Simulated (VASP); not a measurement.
# MgS (P6_3mc) in VASP: further runs

The runs below take MgS through single point, with PBEsol.

Everything below comes from runs of VASP 6.6.1. Logs are shortened: lines on timing, memory, paths and dates and some standing lists are left out, and cuts for length are marked.

## Step 1: The cell of the first run

The structure is hexagonal, space group P6_3mc (No. 186). Conventional cell: a = 3.908 Å, b = 3.908 Å, c = 6.854 Å, α = 90.00°, β = 90.00°, γ = 120.00°. Mg (site symmetry 3m) has 4 S at 2.39 to 2.63 Å within 3.2 Å. Within 3.2 Å of S (site symmetry 3m) lie 4 Mg at 2.39 to 2.63 Å.

## Step 2: Single point, PBEsol

Input file INCAR:

```
SYSTEM = MgS
PREC     = Accurate       ! precision mode
ENCUT    = 520            ! plane-wave cutoff, eV
EDIFF    = 1E-6           ! SCF threshold, eV
ISMEAR   = 0              ! smearing method
SIGMA    = 0.05           ! smearing width, eV
LREAL    = .False.        ! projectors in reciprocal space
LASPH    = .True.         ! aspherical terms in the spheres
NELM     = 60             ! most SCF steps
ALGO     = Normal         ! electronic algorithm
ISIF     = 2              ! what is computed and relaxed
LWAVE    = .False.        ! write WAVECAR
LCHARG   = .False.        ! write CHGCAR
GGA      = PS             ! functional
NBANDS   = 16             ! bands
```

Input file KPOINTS:

```
Automatic mesh
0
Gamma
  9 9 4
  0 0 0
```

Input file POSCAR:

```
MgS
1.0
    3.9084569647      0.0000000000      0.0000000000
   -1.9542284824      3.3848230211      0.0000000000
    0.0000000000      0.0000000000      6.8542670657
Mg S
2 2
Direct
    0.6666666667      0.3333333333      0.4957548500
    0.3333333333      0.6666666667      0.9957548500
    0.3333333333      0.6666666667      0.3792441500
    0.6666666667      0.3333333333      0.8792441500
```

Potentials or basis: VASP PAW PBE potentials, release 64 (Mg, S).

Run with:

```
> cat potpaw_PBE.64/Mg/POTCAR potpaw_PBE.64/S/POTCAR > POTCAR
> mpirun -np 1 vasp_std > vasp.out
```

OUTCAR:

```text
SYSTEM = MgS
   PREC = Accurate
   ENCUT = 520
   EDIFF = 1E-6
   ISMEAR = 0
   LREAL = .False.
   LASPH = .True.
   NELM = 60
   ISIF = 2
   GGA = PS

 ion  position               nearest neighbor table
   1  0.667  0.333  0.496-   3 2.39   3 2.39   3 2.39   4 2.63
   2  0.333  0.667  0.996-   4 2.39   4 2.39   4 2.39   3 2.63
   3  0.333  0.667  0.379-   1 2.39   1 2.39   1 2.39   2 2.63
   4  0.667  0.333  0.879-   2 2.39   2 2.39   2 2.39   1 2.63

  LATTYP: Found a hexagonal cell.
 ALAT       =     3.9084569647
 C/A-ratio  =     1.7537015573

  Lattice vectors:

 A1 = (   3.9084569647,   0.0000000000,   0.0000000000)
 A2 = (  -1.9542284824,   3.3848230211,   0.0000000000)
 A3 = (   0.0000000000,   0.0000000000,   6.8542670657)

Analysis of symmetry for initial positions (statically):
=====================================================================
 Subroutine PRICEL returns:
 Original cell was already a primitive cell.

 Routine SETGRP: Setting up the symmetry group for a
 hexagonal supercell.

 Subroutine GETGRP returns: Found 12 space group operations
 (whereof  6 operations were pure point group operations)
 out of a pool of 24 trial point group operations.

The static configuration has the point symmetry C_3v.
 The point group associated with its full space group is C_6v.

Analysis of symmetry for dynamics (positions and initial velocities):
=====================================================================
 Subroutine PRICEL returns:
 Original cell was already a primitive cell.

 Routine SETGRP: Setting up the symmetry group for a
 hexagonal supercell.

 Subroutine GETGRP returns: Found 12 space group operations
 (whereof  6 operations were pure point group operations)
 out of a pool of 24 trial point group operations.

The dynamic configuration has the point symmetry C_3v.
 The point group associated with its full space group is C_6v.

 Subroutine INISYM returns: Found 12 space group operations
 (whereof  6 operations are pure point group operations),
 and found     1 'primitive' translations

----------------------------------------------------------------------------------------

                                     Primitive cell

  volume of cell :      90.6781

  direct lattice vectors                    reciprocal lattice vectors
     3.908456965  0.000000000  0.000000000     0.255855446  0.147718211  0.000000000
    -1.954228482  3.384823021  0.000000000     0.000000000  0.295436421  0.000000000
     0.000000000  0.000000000  6.854267066     0.000000000  0.000000000  0.145894519

  length of vectors
     3.908456965  3.908456965  6.854267066     0.295436421  0.295436421  0.145894519

  position of ions in fractional coordinates (direct lattice)
     0.666666667  0.333333333  0.495754850
     0.333333333  0.666666667  0.995754850
     0.333333333  0.666666667  0.379244150
     0.666666667  0.333333333  0.879244150

  ion indices of the primitive-cell ions
   primitive index   ion index
                 1           1
                 2           2
                 3           3
                 4           4

----------------------------------------------------------------------------------------

 KPOINTS: Automatic mesh

Automatic generation of k-mesh.
 Grid dimensions read from file:
 generate k-points for:    9    9    4

 Generating k-lattice:

  Cartesian coordinates                     Fractional coordinates (reciprocal lattice)
     0.028428383  0.016413135  0.000000000     0.111111111  0.000000000  0.000000000
     0.000000000  0.032826269  0.000000000     0.000000000  0.111111111  0.000000000
     0.000000000  0.000000000  0.036473630     0.000000000  0.000000000  0.250000000

  Length of vectors
     0.032826269  0.032826269  0.036473630

  Shift w.r.t. Gamma in fractional coordinates (k-lattice)
     0.000000000  0.000000000  0.000000000

 Subroutine IBZKPT returns following result:
 ===========================================

 Found     36 irreducible k-points:

 Following reciprocal coordinates:
            Coordinates               Weight
  0.000000  0.000000  0.000000      1.000000
  0.111111  0.000000  0.000000      6.000000
  0.222222  0.000000  0.000000      6.000000
  0.333333  0.000000  0.000000      6.000000
  0.444444  0.000000  0.000000      6.000000
  0.111111  0.111111  0.000000      6.000000
[... 16 lines left out ...]
  0.333333  0.222222  0.250000     24.000000
  0.333333  0.333333  0.250000      4.000000
 [... further k-points ...]
   k-points           NKPTS =     36   k-points in BZ     NKDIM =     36   number of bands    NBANDS=     16
   number of dos      NEDOS =    301   number of ions     NIONS =      4
   total plane-waves  NPLWV =  48600
   dimension x,y,z NGX =    30 NGY =   30 NGZ =   54
   dimension x,y,z NGXF=    60 NGYF=   60 NGZF=  108
   ions per type =               2   2
   NGX,Y,Z   is equivalent  to a cutoff of  12.76, 12.76, 13.10 a.u.
   NGXF,Y,Z  is equivalent  to a cutoff of  25.52, 25.52, 26.19 a.u.
 SYSTEM =  MgS
   PREC   = accura    normal or accurate (medium, high low for compatibility)
   ISTART =      0    job   : 0-new  1-cont  2-samecut
   ICHARG =      2    charge: 1-file 2-atom 10-const
   ISPIN  =      1    spin polarized calculation?
   LNONCOLLINEAR =      F non collinear calculations
   LSORBIT =      F    spin-orbit coupling
   LASPH  =      T    aspherical Exc in radial PAW
   ENCUT  =  520.0 eV  38.22 Ry    6.18 a.u.   7.27  7.27 12.74*2*pi/ulx,y,z
   NELM   =     60;   NELMIN=  2; NELMDL= -5     # of ELM steps
   EDIFF  = 0.1E-05   stopping-criterion for ELM
   LREAL  =      F    real-space projection
[... 7 lines left out ...]
   TEBEG  =    0.0;   TEEND  =   0.0 temperature during run
   PSTRESS=    0.0 pullay stress
   NELECT =      16.0000    total number of electrons
   NUPDOWN=      -1.0000    fix difference up-down
   EMIN   =  10.00;   EMAX   =-10.00  energy-range for DOS
   EFERMI =   0.00;   METHOD = LEGACY
   ISMEAR =     0;   SIGMA  =   0.05  broadening in eV -4-tet -1-fermi 0-gaus
   EFERMI_NEDOS =   21; number of points for ismear=-14 and -15
   IALGO  =     38    algorithm
   IMIX   =      4    mixing-type and parameters
     AMIX     =   0.40;   BMIX     =  1.00
     AMIX_MAG =   1.60;   BMIX_MAG =  1.00
  volume/ion in A,a.u.               =      22.67       152.98
  Fermi-wavevector in a.u.,A,eV,Ry     =   0.918221  1.735187 11.471486  0.843130
  Thomas-Fermi vector in A             =   2.043279
   LORBIT       =      0    0 simple, 1 ext, 2 COOP (PROOUT), +10 PAW based schemes
   GGA     = PS    functional components
   LHFCALC =     F    Hartree Fock is set to
   AEXX    =    0.0000 exact exchange contribution
   IVDW    =     0    specifies the selected vdW correction
   LEPSILON=     F    determine dielectric tensor
   LRPA    =     F    only Hartree local field effects (RPA)
 non-spin polarized calculation
 Gauss-broadening in eV      SIGMA  =   0.05
  energy-cutoff  :      520.00
  volume of cell :       90.68
 maximum number of plane-waves:      2474
 NGX is ok and might be reduce to    30
   NGX = 15   NGY = 15   NGZ = 25

 number of electron      15.9999996 magnetization

 Free energy of the ion-electron system (eV)
  ---------------------------------------------------
  ext. energy  EPLUGINS =         0.00000000
  ---------------------------------------------------
  free energy    TOTEN  =       -17.70890394 eV

  energy without entropy =      -17.70890394  energy(sigma->0) =      -17.70890394

 E-fermi :   1.2860     XC(G=0):  -8.5666

 val. band max:        1.0593099295   @ k =   0.0000   0.0000   0.0000
 cond. band min:       4.3000724816   @ k =   0.0000   0.0000   0.0000
 fundamental gap:      3.2407625521
 Fermi energy:         1.2859945796

 k-point     1 :       0.0000    0.0000    0.0000
  band No.  band energies     occupation
      1     -10.2886      2.00000
      2      -9.7159      2.00000
      3      -2.1684      2.00000
      4       0.7829      2.00000
      5       0.7829      2.00000
      6       0.9133      2.00000
[... 8 lines left out ...]
     15       9.7011      0.00000
     16       9.7011      0.00000

 k-point     2 :       0.1111    0.0000    0.0000
  band No.  band energies     occupation
      1     -10.2199      2.00000
      2      -9.6702      2.00000
      3      -2.0614      2.00000
      4       0.3417      2.00000
      5       0.5875      2.00000
      6       0.6757      2.00000
[... 8 lines left out ...]
     15       9.6115      0.00000
     16       9.9913      0.00000

 k-point     3 :       0.2222    0.0000    0.0000
  band No.  band energies     occupation
      1     -10.0324      2.00000
      2      -9.5538      2.00000
      3      -1.7583      2.00000
      4      -0.5792      2.00000
      5      -0.2724      2.00000
      6       0.4433      2.00000
[... 8 lines left out ...]
     15       9.5468      0.00000
     16      10.1255      0.00000

 k-point     4 :       0.3333    0.0000    0.0000
  band No.  band energies     occupation
      1      -9.7848      2.00000
      2      -9.4273      2.00000
      3      -1.5191      2.00000
      4      -1.2423      2.00000
      5      -1.0074      2.00000
      6       0.2186      2.00000
[... 8 lines left out ...]
     15       9.6259      0.00000
     16      11.3196      0.00000

 k-point     5 :       0.4444    0.0000    0.0000
  band No.  band energies     occupation
      1      -9.5832      2.00000
      2      -9.3652      2.00000
      3      -1.9582      2.00000
      4      -1.5123      2.00000
      5      -0.7684      2.00000
      6       0.0871      2.00000
[... 8 lines left out ...]
     15       9.5797      0.00000
     16      12.0195      0.00000

 k-point     6 :       0.1111    0.1111    0.0000
  band No.  band energies     occupation
      1     -10.0916      2.00000
      2      -9.5889      2.00000
      3      -1.8555      2.00000
      4      -0.2007      2.00000
      5      -0.1399      2.00000
      6       0.5323      2.00000
[... 8 lines left out ...]
     15       9.5137      0.00000
     16       9.8965      0.00000
[... 267 lines left out ...]
 k-point    21 :       0.4444    0.1111    0.2500
  band No.  band energies     occupation
      1      -9.4977      2.00000
      2      -9.3790      2.00000
      3      -2.0006      2.00000
      4      -1.7061      2.00000
      5      -0.4059      2.00000
      6      -0.0336      2.00000
[... 8 lines left out ...]
     15      10.1454      0.00000
     16      11.6613      0.00000

 k-point    22 :       0.2222    0.2222    0.2500
  band No.  band energies     occupation
      1      -9.6222      2.00000
      2      -9.4208      2.00000
      3      -1.5558      2.00000
      4      -1.4531      2.00000
      5      -0.4589      2.00000
      6      -0.3510      2.00000
[... 8 lines left out ...]
     15       9.4687      0.00000
     16      10.6415      0.00000

 k-point    23 :       0.3333    0.2222    0.2500
  band No.  band energies     occupation
      1      -9.4664      2.00000
      2      -9.3664      2.00000
      3      -1.7292      2.00000
      4      -1.5474      2.00000
      5      -0.7827      2.00000
      6      -0.3342      2.00000
[... 8 lines left out ...]
     15      10.2602      0.00000
     16      11.1511      0.00000

 k-point    24 :       0.3333    0.3333    0.2500
  band No.  band energies     occupation
      1      -9.3797      2.00000
      2      -9.3797      2.00000
      3      -1.4586      2.00000
      4      -1.4586      2.00000
      5      -1.2614      2.00000
      6      -0.6577      2.00000
[... 8 lines left out ...]
     15      10.4078      0.00000
     16      11.1617      0.00000

 [... further k-points ...]

------------------------ aborting loop because EDIFF is reached ----------------------------------------

  FORCE on cell =-STRESS in cart. coord.  units (eV):
  Direction    XX          YY          ZZ          XY          YZ          ZX
  --------------------------------------------------------------------------------------
  -------------------------------------------------------------------------------------
  Total        1.8894866      1.8894866     -2.8615859     -0.0000000     -0.0000000      0.0000000
  in kB       33.3850538     33.3850538    -50.5609300     -0.0000000     -0.0000000      0.0000000
  external PRESSURE =       5.4030592 kB  Pullay stress =       0.0000000 kB

 VOLUME and BASIS-vectors are now :
 -----------------------------------------------------------------------------
  energy-cutoff  :      520.00
  volume of cell :       90.68
      direct lattice vectors                 reciprocal lattice vectors
     3.908456965  0.000000000  0.000000000     0.255855446  0.147718211  0.000000000
    -1.954228482  3.384823021  0.000000000     0.000000000  0.295436421  0.000000000
     0.000000000  0.000000000  6.854267066     0.000000000  0.000000000  0.145894519

 POSITION                                       TOTAL-FORCE (eV/Angst)
 -----------------------------------------------------------------------------------
      1.95423      1.12827      3.39804         0.000000     -0.000000      0.554929
     -0.00000      2.25655      6.82517         0.000000     -0.000000      0.554929
     -0.00000      2.25655      2.59944         0.000000     -0.000000     -0.554929
      1.95423      1.12827      6.02657        -0.000000      0.000000     -0.554929
 -----------------------------------------------------------------------------------
    total drift:                               -0.000000      0.000000      0.000882

  FREE ENERGIE OF THE ION-ELECTRON SYSTEM (eV)
  ---------------------------------------------------
  free  energy   TOTEN  =       -17.7089039416 eV

  energy  without entropy=      -17.7089039416  energy(sigma->0) =      -17.70890394
```

Run time: 35 s. Hardware: 1 thread of AMD EPYC 7R13 (Zen 3), shared host; peak memory 0.19 GiB.

Results:

```
Free energy            : -17.7089 eV
Pressure               : 0.5 GPa
Largest force          : 0.555 eV/Å
Band gap on the k mesh : 3.24 eV
```

Forces in eV/Å, atoms in the order of the input:
```
Mg   0.000  0.000  0.555
Mg   0.000  0.000  0.555
S    0.000  0.000 -0.555
S    0.000  0.000 -0.555
```

Stress tensor (GPa, compression positive):
```
 3.34  0.00  0.00
 0.00  3.34  0.00
 0.00  0.00 -5.06
```

Caveat: the PAW data sets were made with another functional, which shifts forces and pressure a little; an odd mesh through Γ misses points on the zone boundary, where band edges can lie.

[end of part 1 of 2]
